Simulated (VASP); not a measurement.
Set up this calculation in VASP 6.6.1, as the native input.

| Quantity | Value |
| --- | --- |
| Task | single point |
| Functional | PBE |
| Dispersion | D3(BJ) |
| Potentials or basis | VASP PAW PBE potentials, release 64 (Bi_d) |
| Cutoff | 520 eV |
| k mesh | 16 × 16 × 16 |
| Occupations | gaussian, width 0.15 eV |
| Spin | no spin polarisation |
| Dipole correction | no |
| Further INCAR settings | ALGO = Fast; EDIFF = 1e-06; NBANDS = 14 |

The structure of Bi lies in POSCAR:

```
Bi
1.0
   -1.5969672273      2.1848079245      2.0966318199
    1.5969672273     -2.1848079245      2.0966318199
    1.5969672273      2.1848079245     -2.0966318199
Bi
1
Direct
    0.0000000000      0.0000000000      0.0000000000
```

This cell differs from its parent crystal: strain +e along x and -e along y -0.1500, strain +e along z and -e/2 along x and y +0.0700.

The input as run:

INCAR

```
PREC = Accurate
ENCUT = 520
EDIFF = 1E-6
ISMEAR = 0
SIGMA = 0.15
LREAL = False
LASPH = True
NELM = 100
ALGO = Fast
ISIF = 2
LWAVE = False
LCHARG = False
GGA = PE
IVDW = 12
NBANDS = 14
```

KPOINTS

```
regular mesh
0
Gamma
  16 16 16
```

Potentials or basis: VASP PAW PBE potentials, release 64 (Bi_d).

The run is started by

```console
$ cat potpaw_PBE.64/Bi_d/POTCAR > POTCAR
$ mpirun -np 1 vasp_std > vasp.out
```

It gave:

```
Pressure                   : 4.1 GPa
Dispersion energy per atom : -0.540 eV
```

Caveat: the cell differs from its parent crystal (strain +e along x and -e along y -0.1500, strain +e along z and -e/2 along x and y +0.0700); pairwise dispersion overbinds metals, which lowers pressure and volume.

Wall time 3.5 min on 1 thread of Intel Xeon 6975P-C (shared host), peak memory 0.35 GiB.
